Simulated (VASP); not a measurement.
# AgPt3 (Pm-3m) in VASP: notebook

AgPt3 is run at these levels: LDA; tasks: single point, relaxation of cell and atoms.

All numbers are computed with VASP 6.6.1; they aren't measurements. Logs are shortened: lines on timing, memory, paths and dates and some standing lists are left out, and cuts for length are marked.

**1. The cell of the first run**

The structure is cubic, space group Pm-3m (No. 221). Conventional cell: a = 3.913 Å, b = 3.913 Å, c = 3.913 Å, α = 90.00°, β = 90.00°, γ = 90.00°. Within 3.6 Å of Ag (site symmetry m-3m) lie 12 Pt at 2.77 Å. Within 3.6 Å of Pt (site symmetry 4/mmm) lie 4 Ag at 2.77 Å and 8 Pt at 2.77 Å.

**2. Single point, LDA**

INCAR reads:

```
ALGO = Fast
EDIFF = 1E-7
ENCUT = 520
GGA = CA
ISIF = 2
ISMEAR = -1
LASPH = T
LCHARG = T
LELF = T
LREAL = F
LVHAR = T
LWAVE = F
NBANDS = 28
NELM = 60
PREC = Accurate
SIGMA = 0.15
```

KPOINTS reads:

```
k-points
0
Gamma
  12 12 12
```

POSCAR reads:

```
AgPt3
1.0
    3.9132205495      0.0000000000      0.0000000000
    0.0000000000      3.9132205495      0.0000000000
    0.0000000000      0.0000000000      3.9132205495
Ag Pt
1 3
Direct
    0.0000000000      0.0000000000      0.0000000000
    0.0000000000      0.5000000000      0.5000000000
    0.5000000000      0.0000000000      0.5000000000
    0.5000000000      0.5000000000      0.0000000000
```

Potentials or basis: VASP PAW LDA potentials, release 64 (Ag, Pt).

Command:

```bash
> cat potpaw_LDA.64/Ag/POTCAR potpaw_LDA.64/Pt/POTCAR > POTCAR
> mpirun -np 1 vasp_std > vasp.out
```

OUTCAR:

```text
EDIFF = 1E-7
   ENCUT = 520
   GGA = CA
   ISIF = 2
   ISMEAR = -1
   LASPH = T
   LREAL = F
   NELM = 60
   PREC = Accurate

 ion  position               nearest neighbor table
   1  0.000  0.000  0.000-   2 2.77   3 2.77   4 2.77   2 2.77   3 2.77   2 2.77   4 2.77   2 2.77
                             3 2.77   4 2.77   3 2.77   4 2.77
   2  0.000  0.500  0.500-   1 2.77   3 2.77   4 2.77   1 2.77   4 2.77   1 2.77   3 2.77   1 2.77
                             3 2.77   4 2.77   4 2.77   3 2.77
   3  0.500  0.000  0.500-   1 2.77   2 2.77   4 2.77   1 2.77   4 2.77   2 2.77   4 2.77   4 2.77
                             1 2.77   2 2.77   1 2.77   2 2.77
   4  0.500  0.500  0.000-   1 2.77   2 2.77   3 2.77   2 2.77   3 2.77   1 2.77   3 2.77   3 2.77
                             1 2.77   2 2.77   2 2.77   1 2.77

  LATTYP: Found a simple cubic cell.
 ALAT       =     3.9132205495

  Lattice vectors:

 A1 = (   3.9132205495,   0.0000000000,   0.0000000000)
 A2 = (   0.0000000000,   3.9132205495,   0.0000000000)
 A3 = (   0.0000000000,   0.0000000000,   3.9132205495)

Analysis of symmetry for initial positions (statically):
=====================================================================
 Subroutine PRICEL returns:
 Original cell was already a primitive cell.

 Routine SETGRP: Setting up the symmetry group for a
 simple cubic supercell.

 Subroutine GETGRP returns: Found 48 space group operations
 (whereof 48 operations were pure point group operations)
 out of a pool of 48 trial point group operations.

The static configuration has the point symmetry O_h .

Analysis of symmetry for dynamics (positions and initial velocities):
=====================================================================
 Subroutine PRICEL returns:
 Original cell was already a primitive cell.

 Routine SETGRP: Setting up the symmetry group for a
 simple cubic supercell.

 Subroutine GETGRP returns: Found 48 space group operations
 (whereof 48 operations were pure point group operations)
 out of a pool of 48 trial point group operations.

The dynamic configuration has the point symmetry O_h .

 Subroutine INISYM returns: Found 48 space group operations
 (whereof 48 operations are pure point group operations),
 and found     1 'primitive' translations

----------------------------------------------------------------------------------------

                                     Primitive cell

  volume of cell :      59.9243
[... 93 lines left out ...]
   EDIFF  = 0.1E-06   stopping-criterion for ELM
   LREAL  =      F    real-space projection
   EDIFFG = 0.1E-05   stopping-criterion for IOM
   NSW    =      0    number of steps for IOM
   IBRION =     -1    ionic relax: 0-MD 1-quasi-New 2-CG
   NFREE  =      0    steps in history (QN), initial steepest desc. (CG)
   ISIF   =      2    stress and relaxation
   ISYM   =      2    0-nonsym 1-usesym 2-fastsym
   POTIM  = 0.5000    time-step for ionic-motion
   TEBEG  =    0.0;   TEEND  =   0.0 temperature during run
   PSTRESS=    0.0 pullay stress
   NELECT =      41.0000    total number of electrons
   NUPDOWN=      -1.0000    fix difference up-down
   EMIN   =  10.00;   EMAX   =-10.00  energy-range for DOS
   EFERMI =   0.00;   METHOD = LEGACY
   ISMEAR =    -1;   SIGMA  =   0.15  broadening in eV -4-tet -1-fermi 0-gaus
   EFERMI_NEDOS =   21; number of points for ismear=-14 and -15
   IALGO  =     68    algorithm
   IMIX   =      4    mixing-type and parameters
     AMIX     =   0.40;   BMIX     =  1.00
     AMIX_MAG =   1.60;   BMIX_MAG =  1.00
  volume/ion in A,a.u.               =      14.98       101.10
  Fermi-wavevector in a.u.,A,eV,Ry     =   1.442564  2.726051 28.313605  2.080991
  Thomas-Fermi vector in A             =   2.561070
   LORBIT       =      0    0 simple, 1 ext, 2 COOP (PROOUT), +10 PAW based schemes
   GGA     = CA    functional components
   LHFCALC =     F    Hartree Fock is set to
   AEXX    =    0.0000 exact exchange contribution
   IVDW    =     0    specifies the selected vdW correction
   LEPSILON=     F    determine dielectric tensor
   LRPA    =     F    only Hartree local field effects (RPA)
 non-spin polarized calculation
 RMM-DIIS sequential band-by-band and
  energy-cutoff  :      520.00
  volume of cell :       59.92
 maximum number of plane-waves:      1640
 NGX is ok and might be reduce to    30
   NGX = 15   NGY = 15   NGZ = 15

 number of electron      41.0000015 magnetization

 Free energy of the ion-electron system (eV)
  ---------------------------------------------------
  ext. energy  EPLUGINS =         0.00000000
  ---------------------------------------------------
  free energy    TOTEN  =       -26.33813550 eV

  energy without entropy =      -26.08949488  energy(sigma->0) =      -26.21381519

 E-fermi :  10.7185     XC(G=0): -13.6346

 val. band max:       10.7130755737   @ k =   0.4167   0.4167   0.1667
 cond. band min:      10.7230828001   @ k =   0.5000   0.3333   0.0833
 fundamental gap:      0.0100072264
 Fermi energy:        10.7185178654

 k-point     1 :       0.0000    0.0000    0.0000
  band No.  band energies     occupation
      1       0.9833      2.00000
      2       3.7129      2.00000
      3       3.7129      2.00000
      4       3.9051      2.00000
      5       4.1325      2.00000
      6       4.1325      2.00000
[... 733 lines left out ...]
     27      21.0372      0.00000
     28      22.2282      0.00000

 [... further k-points ...]

------------------------ aborting loop because EDIFF is reached ----------------------------------------

  FORCE on cell =-STRESS in cart. coord.  units (eV):
  Direction    XX          YY          ZZ          XY          YZ          ZX
  --------------------------------------------------------------------------------------
  -------------------------------------------------------------------------------------
  Total        0.2180492      0.2180492      0.2180492      0.0000000      0.0000000     -0.0000000
  in kB        5.8299125      5.8299125      5.8299125      0.0000000      0.0000000     -0.0000000
  external PRESSURE =       5.8299125 kB  Pullay stress =       0.0000000 kB

 VOLUME and BASIS-vectors are now :
 -----------------------------------------------------------------------------
  energy-cutoff  :      520.00
  volume of cell :       59.92
      direct lattice vectors                 reciprocal lattice vectors
     3.913220550  0.000000000  0.000000000     0.255543992  0.000000000  0.000000000
     0.000000000  3.913220550  0.000000000     0.000000000  0.255543992  0.000000000
     0.000000000  0.000000000  3.913220550     0.000000000  0.000000000  0.255543992

 POSITION                                       TOTAL-FORCE (eV/Angst)
 -----------------------------------------------------------------------------------
      0.00000      0.00000      0.00000         0.000000      0.000000      0.000000
      0.00000      1.95661      1.95661         0.000000      0.000000      0.000000
      1.95661      0.00000      1.95661         0.000000      0.000000      0.000000
      1.95661      1.95661      0.00000         0.000000      0.000000      0.000000
 -----------------------------------------------------------------------------------
    total drift:                                0.000000      0.000000     -0.000000

  FREE ENERGIE OF THE ION-ELECTRON SYSTEM (eV)
  ---------------------------------------------------
  free  energy   TOTEN  =       -26.3381354954 eV

  energy  without entropy=      -26.0894948843  energy(sigma->0) =      -26.21381519
```

It took 1.7 min on 1 thread of Intel Xeon Platinum 8488C (Sapphire Rapids), shared host; peak memory 0.24 GiB.

Results:

* Free energy: -26.3381 eV
* Pressure: 0.6 GPa

Levels at points of the mesh, in eV from the Fermi level:
```tsv
k point	band 18	band 19	band 20	band 21	band 22	band 23
(0.00, 0.00, 0.00)	0.29	0.72	0.72	0.72	1.92	1.92
(0.50, 0.00, 0.00)	-1.89	-1.74	-0.70	-0.60	0.73	7.47
(0.50, 0.50, 0.00)	-2.33	-1.55	-1.38	0.45	1.55	2.10
(0.50, 0.50, 0.50)	-0.35	-0.35	-0.35	-0.30	0.29	0.29
```

Caveat: spin-orbit coupling is left out, which moves the levels of the heavy elements.

**3. Single point, LDA (volume scaled by 0.98)**

INCAR reads:

```
PREC = Accurate
ENCUT = 520
EDIFF = 1E-6
ISMEAR = -1
SIGMA = 0.15
LREAL = False
LASPH = True
NELM = 60
ALGO = Fast
ISIF = 2
LWAVE = False
LCHARG = True
LELF = True
LVHAR = True
NBANDS = 28
```

KPOINTS reads:

```
Automatic mesh
0
Gamma
  12 12 12
```

POSCAR reads:

```
AgPt3
1.0
    3.8869565307      0.0000000000      0.0000000000
    0.0000000000      3.8869565307      0.0000000000
    0.0000000000      0.0000000000      3.8869565307
Ag Pt
1 3
Direct
    0.0000000000      0.0000000000      0.0000000000
    0.0000000000      0.5000000000      0.5000000000
    0.5000000000      0.0000000000      0.5000000000
    0.5000000000      0.5000000000      0.0000000000
```

Potentials or basis: VASP PAW LDA potentials, release 64 (Ag, Pt).

Command:

```bash
> cat potpaw_LDA.64/Ag/POTCAR potpaw_LDA.64/Pt/POTCAR > POTCAR
> mpirun -np 1 vasp_std > vasp.out
```

Wall time 76 s (1 thread of Intel Xeon Platinum 8488C (Sapphire Rapids), shared host); peak memory 0.23 GiB.

It converged, with:

```
Free energy : -26.3125 eV
Pressure    : 6.2 GPa
```

Levels at points of the mesh, in eV from the Fermi level:
```csv
k point,band 16,band 17,band 18,band 19,band 20,band 21,band 22,band 23,band 24,band 25
"(0.00, 0.00, 0.00)",-0.46,-0.46,0.30,0.76,0.76,0.76,1.89,1.89,1.89,8.82
"(0.50, 0.00, 0.00)",-1.95,-1.95,-1.93,-1.80,-0.70,-0.62,0.76,7.63,7.75,7.93
"(0.50, 0.50, 0.00)",-2.42,-2.42,-2.42,-1.61,-1.43,0.48,1.58,2.16,2.16,10.93
"(0.50, 0.50, 0.50)",-0.60,-0.60,-0.43,-0.43,-0.43,-0.37,0.30,0.30,0.30,5.63
```

Caveat: the cell differs from its parent crystal (volume scaled by 0.98); spin-orbit coupling is left out, which moves the levels of the heavy elements.

**4. Single point, LDA**

INCAR reads:

```
ALGO = Fast
EDIFF = 1E-7
ENCUT = 520
GGA = CA
ISIF = 2
ISMEAR = -1
LASPH = T
LCHARG = T
LELF = T
LREAL = F
LVHAR = T
LWAVE = F
NBANDS = 28
NELM = 60
PREC = Accurate
SIGMA = 0.15
```

KPOINTS reads:

```
k-points
0
Gamma
  12 12 12
```

POSCAR reads:

```
AgPt3
1.0
    3.9132205472      0.0000000000      0.0000000000
    0.0000000000      3.9132205472      0.0000000000
    0.0000000000      0.0000000000      3.9132205472
Ag Pt
1 3
Direct
    0.0000000000      0.0000000000      0.0000000000
    0.0000000000      0.5000000000      0.5000000000
    0.5000000000      0.0000000000      0.5000000000
    0.5000000000      0.5000000000      0.0000000000
```

Command:

```bash
> cat potpaw_LDA.64/Ag/POTCAR potpaw_LDA.64/Pt/POTCAR > POTCAR
> mpirun -np 1 vasp_std > vasp.out
```

Run time: 97 s. Hardware: 1 thread of Intel Xeon Platinum 8488C (Sapphire Rapids), shared host; peak memory 0.24 GiB.

Results (log left out):

| Property | Result |
| --- | --- |
| Free energy | -26.3381 eV |
| Pressure | 0.6 GPa |

Levels at points of the mesh, in eV from the Fermi level:
```csv
k point,band 16,band 17,band 18,band 19,band 20,band 21,band 22,band 23,band 24,band 25
"(0.00, 0.00, 0.00)",-0.45,-0.45,0.29,0.72,0.72,0.72,1.92,1.92,1.92,8.60
"(0.50, 0.00, 0.00)",-1.89,-1.89,-1.89,-1.74,-0.70,-0.60,0.73,7.47,7.62,7.83
"(0.50, 0.50, 0.00)",-2.34,-2.34,-2.33,-1.55,-1.38,0.45,1.55,2.10,2.10,10.79
"(0.50, 0.50, 0.50)",-0.59,-0.59,-0.35,-0.35,-0.35,-0.30,0.29,0.29,0.29,5.48
```

Caveat: spin-orbit coupling is left out, which moves the levels of the heavy elements.

**5. Single point, LDA (volume scaled by 1.02)**

INCAR reads:

```
SYSTEM = AgPt3
PREC = Accurate ; ENCUT = 520
EDIFF = 1E-7 ; ISMEAR = -1
SIGMA = 0.15 ; LREAL = .False.
LASPH = .True. ; NELM = 80
ALGO = Fast ; ISIF = 2
LWAVE = .False. ; LCHARG = .True.
LELF = .True. ; LVHAR = .True.
NBANDS = 28
```

KPOINTS reads:

```
regular mesh
0
Gamma
  12 12 12
  0 0 0
```

POSCAR reads:

```
AgPt3
1.0
    3.9391366703      0.0000000000      0.0000000000
    0.0000000000      3.9391366703      0.0000000000
    0.0000000000      0.0000000000      3.9391366703
Ag Pt
1 3
Direct
    0.0000000000      0.0000000000      0.0000000000
    0.0000000000      0.5000000000      0.5000000000
    0.5000000000      0.0000000000      0.5000000000
    0.5000000000      0.5000000000      0.0000000000
```

Command:

```bash
> cat potpaw_LDA.64/Ag/POTCAR potpaw_LDA.64/Pt/POTCAR > POTCAR
> mpirun -np 1 vasp_std > vasp.out
```

Wall time 2.1 min (1 thread of Intel Xeon Platinum 8488C (Sapphire Rapids), shared host); peak memory 0.24 GiB.

Results (log left out):

* Free energy: -26.3248 eV
* Pressure: -4.3 GPa

Levels at points of the mesh, in eV from the Fermi level:
```tsv
k point	band 18	band 19	band 20	band 21	band 22	band 23
(0.00, 0.00, 0.00)	0.28	0.69	0.69	0.69	1.95	1.95
(0.50, 0.00, 0.00)	-1.82	-1.68	-0.69	-0.58	0.70	7.31
(0.50, 0.50, 0.00)	-2.25	-1.50	-1.33	0.43	1.52	2.05
(0.50, 0.50, 0.50)	-0.27	-0.27	-0.27	-0.23	0.27	0.27
```

Caveat: the cell differs from its parent crystal (volume scaled by 1.02); spin-orbit coupling is left out, which moves the levels of the heavy elements.

**6. Relaxation of cell and atoms, LDA**

INCAR reads:

```
SYSTEM = AgPt3
ALGO = Fast
EDIFF = 1E-6
EDIFFG = -0.001
ENCUT = 600
IBRION = 2
ISIF = 3
ISMEAR = -1
LASPH = .True.
LCHARG = .False.
LREAL = .False.
LWAVE = .False.
NELM = 60
NSW = 80
PREC = Accurate
SIGMA = 0.15
```

KPOINTS reads:

```
k-points
0
Gamma
  12 12 12
  0 0 0
```

POSCAR reads:

```
AgPt3
1.0
    3.9106931241      0.0000000000      0.0000000000
    0.0000000000      3.9106931241      0.0000000000
    0.0000000000      0.0000000000      3.9106931241
Ag Pt
1 3
Direct
    0.0000000000      0.0000000000      0.0000000000
    0.0000000000      0.5000000000      0.5000000000
    0.5000000000      0.0000000000      0.5000000000
    0.5000000000      0.5000000000      0.0000000000
```

Potentials or basis: VASP PAW LDA potentials, release 64 (Ag, Pt).

Command:

```bash
> cat potpaw_LDA.64/Ag/POTCAR potpaw_LDA.64/Pt/POTCAR > POTCAR
> mpirun -np 1 vasp_std > vasp.out
```

Run time: 4.7 min. Hardware: 1 thread of Intel Xeon Platinum 8488C (Sapphire Rapids), shared host; peak memory 0.27 GiB.

It converged, with:

```
Free energy                            : -26.3383 eV
Relaxed volume                         : 15.02 Å³/atom
Relaxed cell                           : a = 3.916 Å, b = 3.916 Å, c = 3.916 Å, α = 90.00°, β = 90.00°, γ = 90.00°
Space group after relaxing (to 0.05 Å) : Pm-3m (No. 221)
Energy gained by relaxing              : 0.2 meV/atom
Ionic steps                            : 7
Pressure after relaxing                : 0.0 GPa
```

Step by step:
| step | energy change (eV) | largest force (eV/Å) | pressure (GPa) | volume (Å³) |
| --- | --- | --- | --- | --- |
| 1 | 0.0000 | 0.0000 | 1.14 | 59.81 |
| 2 | 0.0048 | 0.0000 | -2.85 | 60.73 |
| 3 | -0.0009 | 0.0000 | 0.05 | 60.08 |
| 4 | -0.0009 | 0.0000 | -0.09 | 60.09 |
| 5 | -0.0009 | 0.0000 | -0.06 | 60.09 |
| 6 | -0.0009 | 0.0000 | 0.12 | 60.04 |
| 7 | -0.0009 | 0.0000 | 0.00 | 60.07 |

Final structure:
```
Ag Pt
1.0
     3.91644    0.00000    0.00000
     0.00000    3.91644    0.00000
     0.00000    0.00000    3.91644
Ag Pt
1 3
Direct
  0.00000 0.00000 0.00000
  0.00000 0.50000 0.50000
  0.50000 0.00000 0.50000
  0.50000 0.50000 0.00000
```

Levels at points of the mesh, in eV from the Fermi level:
| k point | band 18 | band 19 | band 20 | band 21 | band 22 | band 23 |
| --- | --- | --- | --- | --- | --- | --- |
| (0.00, 0.00, 0.00) | 0.29 | 0.72 | 0.72 | 0.72 | 1.92 | 1.92 |
| (0.50, 0.00, 0.00) | -1.88 | -1.73 | -0.70 | -0.60 | 0.72 | 7.45 |
| (0.50, 0.50, 0.00) | -2.32 | -1.55 | -1.37 | 0.45 | 1.55 | 2.10 |
| (0.50, 0.50, 0.50) | -0.34 | -0.34 | -0.34 | -0.29 | 0.29 | 0.29 |

Caveat: spin-orbit coupling is left out, which moves the levels of the heavy elements.

**7. Overview**

```tsv
task	cell	cutoff (eV)	gap on the mesh (eV)	pressure (GPa)
single point	a = 3.913 Å, 4 atoms	520	none	0.6
single point	a = 3.887 Å, 4 atoms	520	none	6.2
single point	a = 3.939 Å, 4 atoms	520	none	-4.3
relaxation of cell and atoms	relaxed from a = 3.911 Å, 4 atoms	600	none	0.0
```

Alike in all rows: level LDA; potentials or basis VASP PAW LDA potentials, release 64 (Ag, Pt); no spin polarisation; k mesh 12 × 12 × 12; smearing fermi-dirac 0.15 eV.

Caveats: spin-orbit coupling is left out, which moves the levels of the heavy elements.

Absolute energies hang on the potentials; compare differences alone.
